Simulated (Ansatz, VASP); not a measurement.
AgBr in VASP and in Ansatz

File POSCAR:

```
AgBr
1.0
    2.8235851708      2.8235851708      0.0000000000
   -2.8235851708      2.8235851708      0.0000000000
    0.0000000000      2.8235851708      2.8235851708
Ag Br
1 1
Direct
    0.0000000000      0.0000000000      0.0000000000
    0.5000000000      0.5000000000      0.0000000000
```

File INCAR.step1:

```
SYSTEM = AgBr
PREC = Accurate
ENCUT = 550
ISMEAR = 0
SIGMA = 0.01
LREAL = .FALSE.
LASPH = .TRUE.
NELM = 120
NBANDS = 16
GGA = PE
ALGO = Normal
EDIFF = 1E-5
LWAVE = .TRUE.
LCHARG = .FALSE.
GGA_COMPAT = .FALSE.
```

The input INCAR.step2:

```
SYSTEM = AgBr
PREC = Accurate
ENCUT = 550
EDIFF = 1E-6
ISMEAR = 0
SIGMA = 0.01
LREAL = .FALSE.
LASPH = .TRUE.
NELM = 120
ALGO = Normal
ISIF = 2
LWAVE = .FALSE.
LCHARG = .TRUE.
METAGGA = R2SCAN
LMIXTAU = .TRUE.
LELF = .TRUE.
LVHAR = .TRUE.
NBANDS = 16
ISTART = 1
GGA_COMPAT = .FALSE.
```

File KPOINTS:

```
regular mesh
0
G
  8 8 8
  0 0 0
```

Input for Ansatz:

```yaml
crystal:
  lattice:
    - [2.82358517075, 2.82358517075, 0.0]
    - [-2.82358517075, 2.82358517075, 0.0]
    - [0.0, 2.82358517075, 2.82358517075]
  atoms:
    - { symbol: Ag, position: [0.0, 0.0, 0.0] }
    - { symbol: Br, position: [0.5, 0.5, 0.0] }
kpoints:
  mp_grid: { grid: [8, 8, 8] }
scf:
  occupations: { method: fixed }
  convergence: { dr2_threshold: 1.0e-10 }
hamiltonian:
  xc: r2scan
  pseudopotentials: { kind: paw }
output:
  forces: true
  stress: true
  eigenstates:
    kpoints:
      - [0.0, 0.0, 0.0]
      - [0.5, 0.0, 0.0]
      - [0.0, 0.5, 0.5]
      - [0.0, -0.5, 0.0]
      - [0.5, 0.0, 0.5]
      - [-0.5, -0.5, -0.5]
      - [-0.5, 0.5, 0.0]
      - [0.0, 0.0, -0.5]
  eigenvalues: true
```

Alike in both runs: task single point; functional r2SCAN; k mesh 8 × 8 × 8; no spin polarisation.

|  | VASP | Ansatz |
| --- | --- | --- |
| version | VASP 6.6.1 | Ansatz 0.2.0 |
| potentials or method | VASP PAW PBE potentials, release 64 (Ag, Br) | PAW with Ansatz's default frozen-core files, scalar-relativistic |
| plane-wave cutoff (eV) | 550 | 500 |
| occupations | gaussian, width 0.01 eV | fixed |
| valence electrons in the cell | 18 | 26 |

Ansatz gave:

* gap on the k mesh at the Fermi level (eV): 1.30
* pressure (GPa): 4.0

Question: What did VASP give for the same quantities?

Answer: gap on the k mesh at the Fermi level (eV): 1.26; pressure (GPa): 3.9.

VASP's potentials were made for PBE, not for r2SCAN. VASP's potentials hold 18 valence electrons a cell and Ansatz's 26, so a difference there can come from the potentials and not from the codes.
